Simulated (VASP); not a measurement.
Write the native input for VASP 6.6.1 that does the following.

| Item | Value |
| --- | --- |
| Task | electric field gradients |
| Functional | PBE |
| Potentials or basis | VASP PAW PBE potentials, release 64 (W_sv, C) |
| Cutoff | 520 eV |
| k mesh | 13 × 13 × 12 |
| Occupations | fermi-dirac, width 0.05 eV |
| Spin | no spin polarisation |
| Dipole correction | no |
| Further INCAR settings | ALGO = Normal; EDIFF = 1e-08; NBANDS = 16 |

The structure of WC lies in POSCAR:

```
WC
1.0
    2.9005014360      0.0290050144      0.0290050144
   -1.4251316387      2.4974054201      0.0106165721
    0.0282900000      0.0282900000      2.8290000000
W C
1 1
Direct
    0.0000000000      0.0000000000      0.0000000000
    0.6666666667      0.3333333333      0.5000000000
```

This cell differs from its parent crystal: equal xy, yz and zx shear strains of +2 %.

These files were run (other wordings do the same):

INCAR

```
  PREC = Accurate
  ENCUT = 520
  EDIFF = 1E-8
  ISMEAR = -1
  SIGMA = 0.05
  LREAL = False
  LASPH = True
  NELM = 80
  ALGO = Normal
  ISIF = 2
  LWAVE = False
  LCHARG = False
  GGA = PE
  LEFG = True
  NBANDS = 16
```

KPOINTS

```
Automatic mesh
0
Gamma
  13 13 12
```

Potentials or basis: VASP PAW PBE potentials, release 64 (W_sv, C).

The run is started by

```sh
$ cat potpaw_PBE.64/W_sv/POTCAR potpaw_PBE.64/C/POTCAR > POTCAR
$ mpirun -np 1 vasp_std > vasp.out
```

Results of the run:

```yaml
Pressure: 10.0 GPa
Largest_force: 0.100 eV/Å
Band_gap_on_the_k_mesh: zero (bands 9 and 10 overlap by 1.20 eV)
Largest_electric_field_gradient_by_atom: W -159.4; C +3.2 V/Å²
```

Caveat: the cell differs from its parent crystal (equal xy, yz and zx shear strains of +2 %); the cell stands under pressure; without QUAD_EFG the Cq values of the log hold for a quadrupole moment of 1 mb, not for the nuclei; spin-orbit coupling is left out, which moves the levels of the heavy elements.

It took 5.1 min on 1 thread of Oxide Virtual Turin-like Processor, on a shared host, peak memory 0.39 GiB.
